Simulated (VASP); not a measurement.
# Ca2C (Pnma) in VASP: single point with PBE

Aim: the single point of Ca2C with PBE.

All numbers are computed with VASP 6.6.1; they aren't measurements. Logs are shortened: lines on timing, memory, paths and dates and some standing lists are left out, and cuts for length are marked.

**1. The cell of the first run**

Symmetry: Pnma, No. 62, orthorhombic system. Conventional cell: a = 6.665 Å, b = 4.426 Å, c = 8.150 Å, α = 90.00°, β = 90.00°, γ = 90.00°. Within 3.4 Å of Ca (site symmetry m) lie 4 C at 2.59 to 2.79 Å and 7 Ca at 3.15 to 3.34 Å. Within 3.4 Å of Ca (site symmetry m) lie 3 C at 2.51 to 2.79 Å and 7 Ca at 3.15 to 3.34 Å. C (site symmetry m) has 7 Ca at 2.51 to 2.79 Å within 3.3 Å.

**2. Single point, PBE (20.04 Å³/atom)**

File INCAR:

```
SYSTEM = Ca2C
PREC     = Accurate       ! precision mode
ENCUT    = 520            ! plane-wave cutoff, eV
EDIFF    = 1E-6           ! SCF threshold, eV
ISMEAR   = 0              ! smearing method
SIGMA    = 0.02           ! smearing width, eV
LREAL    = .False.        ! projectors in reciprocal space
LASPH    = .True.         ! aspherical terms in the spheres
NELM     = 100            ! most SCF steps
ALGO     = Normal         ! electronic algorithm
ISIF     = 2              ! what is computed and relaxed
LWAVE    = .False.        ! write WAVECAR
LCHARG   = .True.         ! write CHGCAR
GGA      = PE             ! functional
LELF     = .True.         ! ELF
LVHAR    = .True.       
NBANDS   = 60             ! bands
```

File KPOINTS:

```
regular mesh
0
Gamma
  4 6 4
  0 0 0
```

File POSCAR:

```
Ca2C
1.0
    6.6654322221      0.0000000000      0.0000000000
    0.0000000000      4.4259666625      0.0000000000
    0.0000000000      0.0000000000      8.1504448070
Ca C
8 4
Direct
    0.3693399781      0.7500000000      0.0967510523
    0.6306600219      0.2500000000      0.9032489477
    0.8693399781      0.7500000000      0.4032489477
    0.1306600219      0.2500000000      0.5967510523
   -0.0007017825      0.2500000000      0.1502093668
    1.0007017825      0.7500000000      0.8497906332
    0.4992982175      0.2500000000      0.3497906332
    0.5007017825      0.7500000000      0.6502093668
    0.7429966094      0.2500000000      0.5848838642
    0.2570033906      0.7500000000      0.4151161358
    0.2429966094      0.2500000000      0.9151161358
    0.7570033906      0.7500000000      0.0848838642
```

Potentials or basis: VASP PAW PBE potentials, release 64 (Ca_sv, C).

Started as:

```console
$ cat potpaw_PBE.64/Ca_sv/POTCAR potpaw_PBE.64/C/POTCAR > POTCAR
$ mpirun -np 1 vasp_std > vasp.out
```

OUTCAR:

```text
SYSTEM = Ca2C
   PREC = Accurate
   ENCUT = 520
   EDIFF = 1E-6
   ISMEAR = 0
   LREAL = .False.
   LASPH = .True.
   NELM = 100
   ISIF = 2
   GGA = PE

 ion  position               nearest neighbor table
   1  0.369  0.750  0.097-  12 2.59   7 3.15   7 3.15
   2  0.631  0.250  0.903-  11 2.59   8 3.15   8 3.15
   3  0.869  0.750  0.403-  10 2.59   5 3.15   5 3.15
   4  0.131  0.250  0.597-   9 2.59   6 3.15   6 3.15
   5  0.999  0.250  0.150-  11 2.51   3 3.15   3 3.15
   6  0.001  0.750  0.850-  12 2.51   4 3.15   4 3.15
   7  0.499  0.250  0.350-   9 2.51   1 3.15   1 3.15
   8  0.501  0.750  0.650-  10 2.51   2 3.15   2 3.15
   9  0.743  0.250  0.585-   7 2.51   4 2.59
  10  0.257  0.750  0.415-   8 2.51   3 2.59
  11  0.243  0.250  0.915-   5 2.51   2 2.59
  12  0.757  0.750  0.085-   6 2.51   1 2.59

  LATTYP: Found a simple orthorhombic cell.
 ALAT       =     4.4259666625
 B/A-ratio  =     1.5059833773
 C/A-ratio  =     1.8415061451

  Lattice vectors:

 A1 = (   0.0000000000,  -4.4259666625,   0.0000000000)
 A2 = (   6.6654322221,   0.0000000000,   0.0000000000)
 A3 = (   0.0000000000,   0.0000000000,   8.1504448070)

Analysis of symmetry for initial positions (statically):
=====================================================================
 Subroutine PRICEL returns:
 Original cell was already a primitive cell.

 Routine SETGRP: Setting up the symmetry group for a
 simple orthorhombic supercell.

 Subroutine GETGRP returns: Found  8 space group operations
 (whereof  2 operations were pure point group operations)
 out of a pool of  8 trial point group operations.

The static configuration has the point symmetry S_2 .
 The point group associated with its full space group is D_2h.

Analysis of symmetry for dynamics (positions and initial velocities):
=====================================================================
 Subroutine PRICEL returns:
 Original cell was already a primitive cell.

 Routine SETGRP: Setting up the symmetry group for a
 simple orthorhombic supercell.

 Subroutine GETGRP returns: Found  8 space group operations
 (whereof  2 operations were pure point group operations)
 out of a pool of  8 trial point group operations.

The dynamic configuration has the point symmetry S_2 .
 The point group associated with its full space group is D_2h.

 Subroutine INISYM returns: Found  8 space group operations
 (whereof  2 operations are pure point group operations),
 and found     1 'primitive' translations

----------------------------------------------------------------------------------------

                                     Primitive cell

  volume of cell :     240.4461

  direct lattice vectors                    reciprocal lattice vectors
     6.665432222  0.000000000  0.000000000     0.150027780  0.000000000  0.000000000
     0.000000000  4.425966662  0.000000000     0.000000000  0.225939343  0.000000000
     0.000000000  0.000000000  8.150444807     0.000000000  0.000000000  0.122692690

  length of vectors
     6.665432222  4.425966662  8.150444807     0.150027780  0.225939343  0.122692690

  position of ions in fractional coordinates (direct lattice)
     0.369339978  0.750000000  0.096751052
     0.630660022  0.250000000  0.903248948
     0.869339978  0.750000000  0.403248948
     0.130660022  0.250000000  0.596751052
     0.999298217  0.250000000  0.150209367
     0.000701783  0.750000000  0.849790633
     0.499298217  0.250000000  0.349790633
     0.500701783  0.750000000  0.650209367
     0.742996609  0.250000000  0.584883864
     0.257003391  0.750000000  0.415116136
     0.242996609  0.250000000  0.915116136
     0.757003391  0.750000000  0.084883864

  ion indices of the primitive-cell ions
   primitive index   ion index
                 1           1
                 2           2
                 3           3
                 4           4
                 5           5
                 6           6
                 7           7
                 8           8
                 9           9
                10          10
                11          11
                12          12

----------------------------------------------------------------------------------------

 KPOINTS: regular mesh

Automatic generation of k-mesh.
 Grid dimensions read from file:
 generate k-points for:    4    6    4

 Generating k-lattice:

  Cartesian coordinates                     Fractional coordinates (reciprocal lattice)
     0.037506945  0.000000000  0.000000000     0.250000000  0.000000000  0.000000000
     0.000000000  0.037656557  0.000000000     0.000000000  0.166666667  0.000000000
     0.000000000  0.000000000  0.030673173     0.000000000  0.000000000  0.250000000

  Length of vectors
     0.037506945  0.037656557  0.030673173

  Shift w.r.t. Gamma in fractional coordinates (k-lattice)
     0.000000000  0.000000000  0.000000000

 Subroutine IBZKPT returns following result:
 ===========================================

 Found     36 irreducible k-points:

 Following reciprocal coordinates:
            Coordinates               Weight
  0.000000  0.000000  0.000000      1.000000
  0.250000  0.000000  0.000000      2.000000
  0.500000  0.000000  0.000000      1.000000
  0.000000  0.166667  0.000000      2.000000
  0.250000  0.166667  0.000000      4.000000
  0.500000  0.166667  0.000000      2.000000
[... 16 lines left out ...]
  0.250000  0.500000  0.250000      4.000000
  0.500000  0.500000  0.250000      2.000000
 [... further k-points ...]
   k-points           NKPTS =     36   k-points in BZ     NKDIM =     36   number of bands    NBANDS=     60
   number of dos      NEDOS =    301   number of ions     NIONS =     12
   total plane-waves  NPLWV = 115200
   dimension x,y,z NGX =    50 NGY =   36 NGZ =   64
   dimension x,y,z NGXF=   100 NGYF=   72 NGZF=  128
   ions per type =               8   4
   NGX,Y,Z   is equivalent  to a cutoff of  12.47, 13.52, 13.05 a.u.
   NGXF,Y,Z  is equivalent  to a cutoff of  24.94, 27.04, 26.11 a.u.
 SYSTEM =  Ca2C
   PREC   = accura    normal or accurate (medium, high low for compatibility)
   ISTART =      0    job   : 0-new  1-cont  2-samecut
   ICHARG =      2    charge: 1-file 2-atom 10-const
   ISPIN  =      1    spin polarized calculation?
   LNONCOLLINEAR =      F non collinear calculations
   LSORBIT =      F    spin-orbit coupling
   LASPH  =      T    aspherical Exc in radial PAW
   ENCUT  =  520.0 eV  38.22 Ry    6.18 a.u.  12.39  8.23 15.15*2*pi/ulx,y,z
   NELM   =    100;   NELMIN=  2; NELMDL= -5     # of ELM steps
   EDIFF  = 0.1E-05   stopping-criterion for ELM
   LREAL  =      F    real-space projection
   EDIFFG = 0.1E-04   stopping-criterion for IOM
   NSW    =      0    number of steps for IOM
   IBRION =     -1    ionic relax: 0-MD 1-quasi-New 2-CG
   NFREE  =      0    steps in history (QN), initial steepest desc. (CG)
   ISIF   =      2    stress and relaxation
   ISYM   =      2    0-nonsym 1-usesym 2-fastsym
   POTIM  = 0.5000    time-step for ionic-motion
   TEBEG  =    0.0;   TEEND  =   0.0 temperature during run
   PSTRESS=    0.0 pullay stress
   NELECT =      96.0000    total number of electrons
   NUPDOWN=      -1.0000    fix difference up-down
   EMIN   =  10.00;   EMAX   =-10.00  energy-range for DOS
   EFERMI =   0.00;   METHOD = LEGACY
   ISMEAR =     0;   SIGMA  =   0.02  broadening in eV -4-tet -1-fermi 0-gaus
   EFERMI_NEDOS =   21; number of points for ismear=-14 and -15
   IALGO  =     38    algorithm
   IMIX   =      4    mixing-type and parameters
     AMIX     =   0.40;   BMIX     =  1.00
     AMIX_MAG =   1.60;   BMIX_MAG =  1.00
  volume/ion in A,a.u.               =      20.04       135.22
  Fermi-wavevector in a.u.,A,eV,Ry     =   1.205478  2.278023 19.771679  1.453177
  Thomas-Fermi vector in A             =   2.341173
   LORBIT       =      0    0 simple, 1 ext, 2 COOP (PROOUT), +10 PAW based schemes
   GGA     = PE    functional components
   LHFCALC =     F    Hartree Fock is set to
   AEXX    =    0.0000 exact exchange contribution
   IVDW    =     0    specifies the selected vdW correction
   LEPSILON=     F    determine dielectric tensor
   LRPA    =     F    only Hartree local field effects (RPA)
 non-spin polarized calculation
 Gauss-broadening in eV      SIGMA  =   0.02
  energy-cutoff  :      520.00
  volume of cell :      240.45
 maximum number of plane-waves:      6516
 NGX is ok and might be reduce to    50
   NGX = 25   NGY = 17   NGZ = 31

 number of electron      95.9999991 magnetization

 Free energy of the ion-electron system (eV)
  ---------------------------------------------------
  ext. energy  EPLUGINS =         0.00000000
  ---------------------------------------------------
  free energy    TOTEN  =       -47.83555866 eV

  energy without entropy =      -47.83555866  energy(sigma->0) =      -47.83555866

 E-fermi :   3.4843     XC(G=0):  -9.6316

 val. band max:        3.3167916188   @ k =   0.0000   0.0000   0.5000
 cond. band min:       4.2237990585   @ k =   0.0000   0.0000   0.0000
 fundamental gap:      0.9070074397
 Fermi energy:         3.4842993570

 k-point     1 :       0.0000    0.0000    0.0000
  band No.  band energies     occupation
      1     -37.0073      2.00000
      2     -36.9804      2.00000
      3     -36.9552      2.00000
      4     -36.9439      2.00000
      5     -36.7269      2.00000
      6     -36.7122      2.00000
[... 52 lines left out ...]
     59       6.7243      0.00000
     60       6.7603      0.00000

 k-point     2 :       0.2500    0.0000    0.0000
  band No.  band energies     occupation
      1     -37.0033      2.00000
      2     -36.9843      2.00000
      3     -36.9534      2.00000
      4     -36.9454      2.00000
      5     -36.7267      2.00000
      6     -36.7166      2.00000
[... 52 lines left out ...]
     59       6.5944      0.00000
     60       6.6399      0.00000

 k-point     3 :       0.5000    0.0000    0.0000
  band No.  band energies     occupation
      1     -36.9937      2.00000
      2     -36.9937      2.00000
      3     -36.9493      2.00000
      4     -36.9493      2.00000
      5     -36.7235      2.00000
      6     -36.7235      2.00000
[... 1312 lines left out ...]
     59       6.7431      0.00000
     60       6.7440      0.00000

 k-point    24 :       0.5000    0.5000    0.2500
  band No.  band energies     occupation
      1     -36.9655      2.00000
      2     -36.9655      2.00000
      3     -36.9655      2.00000
      4     -36.9655      2.00000
      5     -36.7009      2.00000
      6     -36.7009      2.00000
[... 52 lines left out ...]
     59       6.5293      0.00000
     60       6.5293      0.00000

 [... further k-points ...]
[... 5 lines left out ...]
  --------------------------------------------------------------------------------------
  -------------------------------------------------------------------------------------
  Total       -1.3303721     -1.3710972     -1.3233923      0.0000000      0.0000000      0.0000000
  in kB       -8.8647390     -9.1361049     -8.8182297      0.0000000      0.0000000      0.0000000
  external PRESSURE =      -8.9396912 kB  Pullay stress =       0.0000000 kB

 VOLUME and BASIS-vectors are now :
 -----------------------------------------------------------------------------
  energy-cutoff  :      520.00
  volume of cell :      240.45
      direct lattice vectors                 reciprocal lattice vectors
     6.665432222  0.000000000  0.000000000     0.150027780  0.000000000  0.000000000
     0.000000000  4.425966662  0.000000000     0.000000000  0.225939343  0.000000000
     0.000000000  0.000000000  8.150444807     0.000000000  0.000000000  0.122692690

 POSITION                                       TOTAL-FORCE (eV/Angst)
 -----------------------------------------------------------------------------------
      2.46181      3.31947      0.78856        -0.006135      0.000000      0.000253
      4.20362      1.10649      7.36188         0.006135      0.000000     -0.000253
      5.79453      3.31947      3.28666        -0.006135      0.000000     -0.000253
      0.87091      1.10649      4.86379         0.006135      0.000000      0.000253
      6.66075      1.10649      1.22427        -0.000989      0.000000      0.014843
      0.00468      3.31947      6.92617         0.000989      0.000000     -0.014843
      3.32804      1.10649      2.85095        -0.000989      0.000000     -0.014843
      3.33739      3.31947      5.29950         0.000989     -0.000000      0.014843
      4.95239      1.10649      4.76706         0.003733     -0.000000      0.007553
      1.71304      3.31947      3.38338        -0.003733     -0.000000     -0.007553
      1.61968      1.10649      7.45860         0.003733      0.000000     -0.007553
      5.04575      3.31947      0.69184        -0.003733     -0.000000      0.007553
 -----------------------------------------------------------------------------------
    total drift:                                0.000000      0.000000      0.000000

  FREE ENERGIE OF THE ION-ELECTRON SYSTEM (eV)
  ---------------------------------------------------
  free  energy   TOTEN  =       -47.8355586624 eV

  energy  without entropy=      -47.8355586624  energy(sigma->0) =      -47.83555866
```

It took 14 min on 1 thread of Intel Xeon 8259CL, shared host; peak memory 0.56 GiB.

Results:

| Quantity | Value |
| --- | --- |
| Free energy | -47.8356 eV |
| Pressure | -0.9 GPa |
| Largest force | 0.015 eV/Å |
| Band gap on the k mesh | 0.91 eV (least direct gap 0.94 eV) |

Forces in eV/Å, atoms in the order of the input:
```
Ca  -0.006  0.000  0.000
Ca   0.006  0.000  0.000
Ca  -0.006  0.000  0.000
Ca   0.006  0.000  0.000
Ca  -0.001  0.000  0.015
Ca   0.001  0.000 -0.015
Ca  -0.001  0.000 -0.015
Ca   0.001  0.000  0.015
C    0.004  0.000  0.008
C   -0.004  0.000 -0.008
C    0.004  0.000 -0.008
C   -0.004  0.000  0.008
```

Levels at points of the mesh, in eV from the valence-band top:
| k point | band 46 | band 47 | band 48 | band 49 | band 50 | band 51 |
| --- | --- | --- | --- | --- | --- | --- |
| (0.00, 0.00, 0.00) | -0.18 | -0.12 | -0.03 | 0.91 | 0.94 | 1.61 |
| (0.50, 0.00, 0.00) | -0.51 | -0.32 | -0.32 | 1.39 | 1.39 | 2.35 |
| (0.00, 0.50, 0.00) | -0.35 | -0.19 | -0.19 | 1.58 | 1.58 | 2.03 |
| (0.50, 0.50, 0.00) | -0.23 | -0.23 | -0.23 | 1.91 | 1.91 | 1.91 |
| (0.00, 0.00, 0.50) | -0.18 | 0.00 | 0.00 | 1.41 | 1.41 | 2.03 |
| (0.50, 0.00, 0.50) | -0.39 | -0.22 | -0.22 | 1.62 | 1.62 | 2.13 |
| (0.00, 0.50, 0.50) | -0.40 | -0.28 | -0.28 | 1.39 | 1.39 | 1.50 |
| (0.50, 0.50, 0.50) | -0.18 | -0.18 | -0.18 | 1.77 | 1.77 | 1.77 |
